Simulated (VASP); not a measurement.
# Hg (P6_3/mmc) in VASP: further runs

Hg is run at these levels: PBEsol; tasks: single point.

All numbers are computed with VASP 6.6.1; they aren't measurements. Logs are shortened: lines on timing, memory, paths and dates and some standing lists are left out, and cuts for length are marked.

### 1 The cell of the first run

It takes space group P6_3/mmc (No. 194, hexagonal). The conventional cell has a = 2.718 Å, b = 2.718 Å, c = 4.573 Å, α = 90.00°, β = 90.00°, γ = 120.00°. Within 3.6 Å of Hg (site symmetry -6m2) lie 12 Hg at 2.72 to 2.77 Å.

### 2 Single point, PBEsol

File INCAR:

```
SYSTEM = Hg
ALGO = Normal
EDIFF = 1E-6
ENCUT = 550
GGA = PS
GGA_COMPAT = .FALSE.
ISIF = 2
ISMEAR = 0
LASPH = .TRUE.
LCHARG = .FALSE.
LREAL = .FALSE.
LWAVE = .FALSE.
NBANDS = 27
NELM = 120
PREC = Accurate
SIGMA = 0.1
```

File KPOINTS:

```
k-points
0
G
  18 18 10
  0 0 0
```

File POSCAR:

```
Hg
1.0
    2.7178011170      0.0000000000      0.0000000000
   -1.3589005585      2.3536848098      0.0000000000
    0.0000000000      0.0000000000      4.5734543277
Hg
2
Direct
    0.6666666667      0.3333333333      0.7500000000
    0.3333333333      0.6666666667      0.2500000000
```

Potentials or basis: VASP PAW PBE potentials, release 64 (Hg_sv_GW).

Launch:

```
$ cat potpaw_PBE.64/Hg_sv_GW/POTCAR > POTCAR
$ mpirun -np 1 vasp_std > vasp.out
```

OUTCAR:

```text
SYSTEM = Hg
   EDIFF = 1E-6
   ENCUT = 550
   GGA = PS
   ISIF = 2
   ISMEAR = 0
   LASPH = .TRUE.
   LREAL = .FALSE.
   NELM = 120
   PREC = Accurate

 ion  position               nearest neighbor table
   1  0.667  0.333  0.750-   2 2.77   2 2.77   2 2.77   2 2.77   2 2.77   2 2.77
   2  0.333  0.667  0.250-   1 2.77   1 2.77   1 2.77   1 2.77   1 2.77   1 2.77

  LATTYP: Found a hexagonal cell.
 ALAT       =     2.7178011170
 C/A-ratio  =     1.6827774112

  Lattice vectors:

 A1 = (   2.7178011170,   0.0000000000,   0.0000000000)
 A2 = (  -1.3589005585,   2.3536848098,   0.0000000000)
 A3 = (   0.0000000000,   0.0000000000,   4.5734543277)

Analysis of symmetry for initial positions (statically):
=====================================================================
 Subroutine PRICEL returns:
 Original cell was already a primitive cell.

 Routine SETGRP: Setting up the symmetry group for a
 hexagonal supercell.

 Subroutine GETGRP returns: Found 24 space group operations
 (whereof 12 operations were pure point group operations)
 out of a pool of 24 trial point group operations.

The static configuration has the point symmetry D_3d.
 The point group associated with its full space group is D_6h.

Analysis of symmetry for dynamics (positions and initial velocities):
=====================================================================
 Subroutine PRICEL returns:
 Original cell was already a primitive cell.

 Routine SETGRP: Setting up the symmetry group for a
 hexagonal supercell.

 Subroutine GETGRP returns: Found 24 space group operations
 (whereof 12 operations were pure point group operations)
 out of a pool of 24 trial point group operations.

The dynamic configuration has the point symmetry D_3d.
 The point group associated with its full space group is D_6h.

 Subroutine INISYM returns: Found 24 space group operations
 (whereof 12 operations are pure point group operations),
 and found     1 'primitive' translations

----------------------------------------------------------------------------------------

                                     Primitive cell

  volume of cell :      29.2557

  direct lattice vectors                    reciprocal lattice vectors
     2.717801117  0.000000000  0.000000000     0.367944510  0.212432862  0.000000000
    -1.358900559  2.353684810  0.000000000     0.000000000  0.424865724  0.000000000
     0.000000000  0.000000000  4.573454328     0.000000000  0.000000000  0.218653107

  length of vectors
     2.717801117  2.717801117  4.573454328     0.424865724  0.424865724  0.218653107

  position of ions in fractional coordinates (direct lattice)
     0.666666667  0.333333333  0.750000000
     0.333333333  0.666666667  0.250000000

  ion indices of the primitive-cell ions
   primitive index   ion index
                 1           1
                 2           2

----------------------------------------------------------------------------------------

 KPOINTS: k-points

Automatic generation of k-mesh.
 Grid dimensions read from file:
 generate k-points for:   18   18   10

 Generating k-lattice:

  Cartesian coordinates                     Fractional coordinates (reciprocal lattice)
     0.020441362  0.011801826  0.000000000     0.055555556  0.000000000  0.000000000
     0.000000000  0.023603651  0.000000000     0.000000000  0.055555556  0.000000000
     0.000000000  0.000000000  0.021865311     0.000000000  0.000000000  0.100000000

  Length of vectors
     0.023603651  0.023603651  0.021865311

  Shift w.r.t. Gamma in fractional coordinates (k-lattice)
     0.000000000  0.000000000  0.000000000

 Subroutine IBZKPT returns following result:
 ===========================================

 Found    222 irreducible k-points:

 Following reciprocal coordinates:
            Coordinates               Weight
  0.000000  0.000000  0.000000      1.000000
  0.055556  0.000000  0.000000      6.000000
  0.111111  0.000000  0.000000      6.000000
  0.166667  0.000000  0.000000      6.000000
  0.222222  0.000000  0.000000      6.000000
  0.277778  0.000000  0.000000      6.000000
[... 16 lines left out ...]
  0.333333  0.111111  0.000000     12.000000
  0.388889  0.111111  0.000000     12.000000
 [... further k-points ...]
   k-points           NKPTS =    222   k-points in BZ     NKDIM =    222   number of bands    NBANDS=     27
   number of dos      NEDOS =    301   number of ions     NIONS =      2
   total plane-waves  NPLWV =  20736
   dimension x,y,z NGX =    24 NGY =   24 NGZ =   36
   dimension x,y,z NGXF=    48 NGYF=   48 NGZF=   72
   ions per type =               2
   NGX,Y,Z   is equivalent  to a cutoff of  14.68, 14.68, 13.09 a.u.
   NGXF,Y,Z  is equivalent  to a cutoff of  29.36, 29.36, 26.17 a.u.
 SYSTEM =  Hg
   PREC   = accura    normal or accurate (medium, high low for compatibility)
   ISTART =      0    job   : 0-new  1-cont  2-samecut
   ICHARG =      2    charge: 1-file 2-atom 10-const
   ISPIN  =      1    spin polarized calculation?
   LNONCOLLINEAR =      F non collinear calculations
   LSORBIT =      F    spin-orbit coupling
   LASPH  =      T    aspherical Exc in radial PAW
   ENCUT  =  550.0 eV  40.42 Ry    6.36 a.u.   5.20  5.20  8.75*2*pi/ulx,y,z
   NELM   =    120;   NELMIN=  2; NELMDL= -5     # of ELM steps
   EDIFF  = 0.1E-05   stopping-criterion for ELM
   LREAL  =      F    real-space projection
   EDIFFG = 0.1E-04   stopping-criterion for IOM
   NSW    =      0    number of steps for IOM
   IBRION =     -1    ionic relax: 0-MD 1-quasi-New 2-CG
   NFREE  =      0    steps in history (QN), initial steepest desc. (CG)
   ISIF   =      2    stress and relaxation
   ISYM   =      2    0-nonsym 1-usesym 2-fastsym
   POTIM  = 0.5000    time-step for ionic-motion
   TEBEG  =    0.0;   TEEND  =   0.0 temperature during run
   PSTRESS=    0.0 pullay stress
   NELECT =      40.0000    total number of electrons
   NUPDOWN=      -1.0000    fix difference up-down
   EMIN   =  10.00;   EMAX   =-10.00  energy-range for DOS
   EFERMI =   0.00;   METHOD = LEGACY
   ISMEAR =     0;   SIGMA  =   0.10  broadening in eV -4-tet -1-fermi 0-gaus
   EFERMI_NEDOS =   21; number of points for ismear=-14 and -15
   IALGO  =     38    algorithm
   IMIX   =      4    mixing-type and parameters
     AMIX     =   0.40;   BMIX     =  1.00
     AMIX_MAG =   1.60;   BMIX_MAG =  1.00
  volume/ion in A,a.u.               =      14.63        98.71
  Fermi-wavevector in a.u.,A,eV,Ry     =   1.817013  3.433657 44.920132  3.301537
  Thomas-Fermi vector in A             =   2.874305
   LORBIT       =      0    0 simple, 1 ext, 2 COOP (PROOUT), +10 PAW based schemes
   GGA     = PS    functional components
   LHFCALC =     F    Hartree Fock is set to
   AEXX    =    0.0000 exact exchange contribution
   IVDW    =     0    specifies the selected vdW correction
   LEPSILON=     F    determine dielectric tensor
   LRPA    =     F    only Hartree local field effects (RPA)
 non-spin polarized calculation
 Gauss-broadening in eV      SIGMA  =   0.10
  energy-cutoff  :      550.00
  volume of cell :       29.26
 maximum number of plane-waves:       881
 NGX is ok and might be reduce to    24
   NGX = 11   NGY = 11   NGZ = 17

 number of electron      39.9999988 magnetization

 Free energy of the ion-electron system (eV)
  ---------------------------------------------------
  ext. energy  EPLUGINS =         0.00000000
  ---------------------------------------------------
  free energy    TOTEN  =         1.66008302 eV

  energy without entropy =        1.66167595  energy(sigma->0) =        1.66087948

 E-fermi :  13.8590     XC(G=0): -14.6172

 val. band max:       13.8582224198   @ k =   0.2778   0.2778   0.1000
 cond. band min:      13.9304235625   @ k =   0.3333   0.1667   0.1000
 fundamental gap:      0.0722011426
 Fermi energy:        13.8589676951

 k-point     1 :       0.0000    0.0000    0.0000
  band No.  band energies     occupation
      1    -103.5810      2.00000
      2    -103.5664      2.00000
      3     -52.0406      2.00000
      4     -51.8178      2.00000
      5     -51.8178      2.00000
      6     -51.7818      2.00000
[... 19 lines left out ...]
     26      30.2216      0.00000
     27      32.6315      0.00000

 k-point     2 :       0.0556    0.0000    0.0000
  band No.  band energies     occupation
      1    -103.5805      2.00000
      2    -103.5661      2.00000
      3     -52.0379      2.00000
      4     -51.8249      2.00000
      5     -51.8200      2.00000
      6     -51.7892      2.00000
[... 19 lines left out ...]
     26      29.5968      0.00000
     27      31.4496      0.00000

 k-point     3 :       0.1111    0.0000    0.0000
  band No.  band energies     occupation
      1    -103.5790      2.00000
      2    -103.5652      2.00000
      3     -52.0301      2.00000
      4     -51.8460      2.00000
      5     -51.8264      2.00000
      6     -51.8108      2.00000
[... 19 lines left out ...]
     26      29.1968      0.00000
     27      29.8614      0.00000

 k-point     4 :       0.1667    0.0000    0.0000
  band No.  band energies     occupation
      1    -103.5768      2.00000
      2    -103.5640      2.00000
      3     -52.0179      2.00000
      4     -51.8784      2.00000
      5     -51.8438      2.00000
      6     -51.8361      2.00000
[... 19 lines left out ...]
     26      28.4968      0.00000
     27      29.7480      0.00000

 k-point     5 :       0.2222    0.0000    0.0000
  band No.  band energies     occupation
      1    -103.5740      2.00000
      2    -103.5624      2.00000
      3     -52.0019      2.00000
      4     -51.9181      2.00000
      5     -51.8842      2.00000
      6     -51.8480      2.00000
[... 19 lines left out ...]
     26      28.1821      0.00000
     27      29.4539      0.00000

 k-point     6 :       0.2778    0.0000    0.0000
  band No.  band energies     occupation
      1    -103.5709      2.00000
      2    -103.5609      2.00000
      3     -51.9833      2.00000
      4     -51.9603      2.00000
      5     -51.9265      2.00000
      6     -51.8604      2.00000
[... 444 lines left out ...]
      1    -103.5700      2.00000
      2    -103.5604      2.00000
      3     -51.9772      2.00000
      4     -51.9608      2.00000
      5     -51.9391      2.00000
      6     -51.8660      2.00000
[... 19 lines left out ...]
     26      27.5933      0.00000
     27      29.7874      0.00000

 k-point    22 :       0.2778    0.1111    0.0000
  band No.  band energies     occupation
      1    -103.5671      2.00000
      2    -103.5592      2.00000
      3     -51.9967      2.00000
      4     -51.9702      2.00000
      5     -51.9581      2.00000
      6     -51.8818      2.00000
[... 19 lines left out ...]
     26      26.7546      0.00000
     27      28.9608      0.00000

 k-point    23 :       0.3333    0.1111    0.0000
  band No.  band energies     occupation
      1    -103.5646      2.00000
      2    -103.5584      2.00000
      3     -52.0263      2.00000
      4     -51.9953      2.00000
      5     -51.9396      2.00000
      6     -51.8946      2.00000
[... 19 lines left out ...]
     26      26.0399      0.00000
     27      28.0858      0.00000

 k-point    24 :       0.3889    0.1111    0.0000
  band No.  band energies     occupation
      1    -103.5628      2.00000
      2    -103.5580      2.00000
      3     -52.0456      2.00000
      4     -52.0116      2.00000
      5     -51.9248      2.00000
      6     -51.9029      2.00000
[... 19 lines left out ...]
     26      25.6009      0.00000
     27      27.4654      0.00000

 [... further k-points ...]

------------------------ aborting loop because EDIFF is reached ----------------------------------------

  FORCE on cell =-STRESS in cart. coord.  units (eV):
  Direction    XX          YY          ZZ          XY          YZ          ZX
  --------------------------------------------------------------------------------------
  -------------------------------------------------------------------------------------
  Total       16.4022984     16.4022984     16.3639351      0.0000000      0.0000000      0.0000000
  in kB      898.2660139    898.2660139    896.1650565      0.0000000      0.0000000      0.0000000
  external PRESSURE =     897.5656948 kB  Pullay stress =       0.0000000 kB

 VOLUME and BASIS-vectors are now :
 -----------------------------------------------------------------------------
  energy-cutoff  :      550.00
  volume of cell :       29.26
      direct lattice vectors                 reciprocal lattice vectors
     2.717801117  0.000000000  0.000000000     0.367944510  0.212432862  0.000000000
    -1.358900559  2.353684810  0.000000000     0.000000000  0.424865724  0.000000000
     0.000000000  0.000000000  4.573454328     0.000000000  0.000000000  0.218653107

 POSITION                                       TOTAL-FORCE (eV/Angst)
 -----------------------------------------------------------------------------------
      1.35890      0.78456      3.43009        -0.000000     -0.000000     -0.000000
     -0.00000      1.56912      1.14336         0.000000      0.000000      0.000000
 -----------------------------------------------------------------------------------
    total drift:                               -0.000000      0.000000     -0.000000

  FREE ENERGIE OF THE ION-ELECTRON SYSTEM (eV)
  ---------------------------------------------------
  free  energy   TOTEN  =         1.6600830150 eV

  energy  without entropy=        1.6616759479  energy(sigma->0) =        1.66087948
```

Run time: 2.3 min. Hardware: 1 thread of Intel Xeon Platinum 8259CL at 2.50GHz (Skylake/Cascade Lake), shared host; peak memory 0.31 GiB.

What came out:

| Property | Result |
| --- | --- |
| Free energy | 1.6601 eV |
| Pressure | 89.8 GPa |
| Band gap on the k mesh | zero (bands 20 and 21 overlap by 2.09 eV) |

Stress tensor (GPa, compression positive):
```
89.83  0.00  0.00
 0.00 89.83  0.00
 0.00  0.00 89.62
```

Levels at points of the mesh, in eV from the Fermi level:
| k point | band 17 | band 18 | band 19 | band 20 | band 21 | band 22 | band 23 | band 24 |
| --- | --- | --- | --- | --- | --- | --- | --- | --- |
| (0.00, 0.00, 0.00) | -9.06 | -7.56 | -7.56 | -5.42 | -1.36 | 11.50 | 12.69 | 13.81 |
| (0.50, 0.00, 0.00) | -7.19 | -6.99 | -4.08 | -2.64 | 2.29 | 3.83 | 4.27 | 7.31 |
| (0.00, 0.00, 0.50) | -8.07 | -8.07 | -8.07 | -8.07 | 7.54 | 7.54 | 11.85 | 11.85 |
| (0.50, 0.00, 0.50) | -7.07 | -7.07 | -3.73 | -3.73 | 0.24 | 0.24 | 10.32 | 10.32 |

Caveat: the cell stands under pressure; the PAW data sets were made with another functional, which shifts forces and pressure a little; spin-orbit coupling is left out, which moves the levels of the heavy elements.

(Part 1 of 2 ends here.)

The gap in the log of VASP goes by the Fermi energy; the results here count the filled bands.